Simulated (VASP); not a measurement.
Write the native input for VASP 6.6.1 that does the following.

```
Task                   : single point
Functional             : RPBE
Dispersion             : D3(BJ)
Potentials or basis    : VASP PAW PBE potentials, release 64 (Ni, Si)
Cutoff                 : 520 eV
k mesh                 : 6 × 6 × 6
Occupations            : fermi-dirac, width 0.05 eV
Spin                   : collinear spin, ferromagnetic start
Starting moments       : [1.0, 1.0, 1.0, 1.0, 0.0, 0.0, 0.0, 0.0] μB
Dipole correction      : no
Further INCAR settings : ALGO = Normal; EDIFF = 1e-06; NBANDS = 42
```

The structure of SiNi lies in POSCAR:

```
SiNi
1.0
    4.3017135937      0.0000000000      0.0000000000
    0.0000000000      4.3017135937      0.0000000000
    0.0000000000      0.0000000000      4.3017135937
Ni Si
4 4
Direct
    0.1510571439      0.1510571439      0.1510571439
    0.6510571439      0.3489428561      0.8489428561
    0.8489428561      0.6510571439      0.3489428561
    0.3489428561      0.8489428561      0.6510571439
    0.8472969767      0.8472969767      0.8472969767
    0.3472969767      0.6527030233      0.1527030233
    0.1527030233      0.3472969767      0.6527030233
    0.6527030233      0.1527030233      0.3472969767
```

The input as run:

INCAR

```
PREC = Accurate
ENCUT = 520
EDIFF = 1E-6
ISMEAR = -1
SIGMA = 0.05
LREAL = False
LASPH = True
NELM = 150
ALGO = Normal
ISIF = 2
LWAVE = False
LCHARG = False
ISPIN = 2
MAGMOM = 1 1 1 1 0 0 0 0
LORBIT = 11
LMAXMIX = 4
GGA = RP
IVDW = 12
NBANDS = 42
```

KPOINTS

```
Automatic mesh
0
Gamma
  6 6 6
```

Potentials or basis: VASP PAW PBE potentials, release 64 (Ni, Si).

Command:

```sh
$ cat potpaw_PBE.64/Ni/POTCAR potpaw_PBE.64/Si/POTCAR > POTCAR
$ mpirun -np 1 vasp_std > vasp.out
```

It gave:

| Quantity | Value |
| --- | --- |
| Pressure | -0.5 GPa |
| Largest force | 0.008 eV/Å |
| Band gap on the k mesh | zero (filled and empty bands overlap) |
| Net moment | 0.00 μB per cell |
| Valence electrons inside the program's atomic spheres | Ni 9.88; Si 1.68 |
| Dispersion energy per atom | -2.688 eV |

Caveat: the dispersion term is far too large for a dense solid, which distorts pressure and volume; the moments typed at the start vanished in this run; the PAW data sets were made with another functional, which shifts forces and pressure a little.

Run time: 3.5 min on 1 thread of AMD EPYC 7R43 64-Core Processor (Zen 3), on a shared host, peak memory 0.24 GiB.
